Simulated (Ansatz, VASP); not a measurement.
# Two plane-wave programs on Ag

File POSCAR:

```
Ag
1.0
   -1.6556540000      1.6556540000      1.4693929250
    1.6556540000     -1.6556540000      1.4693929250
    1.6556540000      1.6556540000     -1.4693929250
Ag
1
Direct
    0.0000000000      0.0000000000      0.0000000000
```

The input INCAR.step1:

```
ALGO = Normal
EDIFF = 1E-4
ENCUT = 520
GGA = PE
ISMEAR = 0
LASPH = T
LCHARG = F
LREAL = F
LWAVE = T
NBANDS = 12
NELM = 100
PREC = Accurate
SIGMA = 0.15
```

The input INCAR.step2:

```
ALGO = Normal
EDIFF = 1E-6
ENCUT = 520
ISIF = 2
ISMEAR = 0
ISTART = 1
LASPH = T
LCHARG = F
LMIXTAU = T
LREAL = F
LWAVE = F
METAGGA = R2SCAN
NBANDS = 12
NELM = 100
PREC = Accurate
SIGMA = 0.15
```

File KPOINTS:

```
k-points
0
Gamma
  20 20 20
```

Input for Ansatz:

```yaml
crystal:
  lattice:
    - [-1.655654, 1.655654, 1.469392925]
    - [1.655654, -1.655654, 1.469392925]
    - [1.655654, 1.655654, -1.469392925]
  atoms:
    - { symbol: Ag, position: [0.0, 0.0, 0.0] }
basis:
  ecutwfc: 500
kpoints:
  mp_grid: { grid: [20, 20, 20] }
hamiltonian:
  xc: r2scan
scf:
  occupations: { method: gaussian, width: 0.15 }
output:
  forces: true
  stress: true
  eigenvalues: true
```

Change from the starting cell: strain -0.1125 x Voigt [0, 0, 1, 0, 0, 0], atoms carried along.

Alike in both runs: task single point; functional r2SCAN; k mesh 20 × 20 × 20; occupations gaussian, width 0.15 eV; no spin polarisation.

|  | VASP | Ansatz |
| --- | --- | --- |
| version | VASP 6.6.1 | Ansatz 0.2.0 |
| potentials or method | VASP PAW PBE potentials, release 64 (Ag), cutoff 520 eV | scalar-relativistic, plane waves, PAW |
| valence electrons in the cell | 11 | 19 |

VASP gave:

```
gap on the k mesh at the Fermi level (eV)                     : none
pressure (GPa)                                                : 10.3
traceless stress, the component that is largest in VASP (GPa) : 0.60
```

Question: What did Ansatz give for the same quantities?

Answer: gap on the k mesh at the Fermi level (eV): none; pressure (GPa): 10.1; traceless stress, the component that is largest in VASP (GPa): 0.60.

VASP's potentials were made for PBE, not for r2SCAN. A gap of «none» marks a metal or a gap that the smearing closes. VASP's potentials hold 11 valence electrons a cell and Ansatz's 19, so a difference there can come from the potentials and not from the codes.
